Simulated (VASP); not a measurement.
Write the native input for VASP 6.6.1 that does the following.

| Quantity | Value |
| --- | --- |
| Task | relaxation of cell and atoms |
| Functional | PBE |
| Potentials or basis | VASP PAW PBE potentials, release 64 (B) |
| Cutoff | 600 eV |
| k mesh | 18 × 18 × 18 |
| Occupations | gaussian, width 0.1 eV |
| Spin | no spin polarisation |
| Dipole correction | no |
| Further INCAR settings | ALGO = Normal; EDIFF = 1e-06; IBRION = 2; EDIFFG = -0.01; NSW = 100; ISIF = 3 |

The structure of B lies in POSCAR:

```
B
1.0
   -1.7834530879      1.7834530879      1.7834530879
    1.7834530879     -1.7834530879      1.7834530879
    1.7834530879      1.7834530879     -1.7834530879
B
3
Direct
    0.0000000000      0.5000000000      0.5000000000
    0.5000000000      0.0000000000      0.5000000000
    0.5000000000      0.5000000000      0.0000000000
```

One way to write it, as run:

INCAR

```
SYSTEM = B
PREC = Accurate
ENCUT = 600
EDIFF = 1E-6
ISMEAR = 0
SIGMA = 0.1
LREAL = .FALSE.
LASPH = .TRUE.
NELM = 60
ALGO = Normal
ISIF = 3
LWAVE = .FALSE.
LCHARG = .FALSE.
GGA = PE
IBRION = 2
NSW = 100
EDIFFG = -0.01
```

KPOINTS

```
Automatic mesh
0
G
  18 18 18
  0 0 0
```

Potentials or basis: VASP PAW PBE potentials, release 64 (B).

The run is started by

```bash
$ cat potpaw_PBE.64/B/POTCAR > POTCAR
$ mpirun -np 1 vasp_std > vasp.out
```

It gave:

The pressure after relaxing is -0.1 GPa.

Caveat: the relaxation stopped at its first step, so nothing moved.

Wall time 62 s on 1 thread of Intel Xeon 8259CL, on a shared host, peak memory 0.17 GiB.
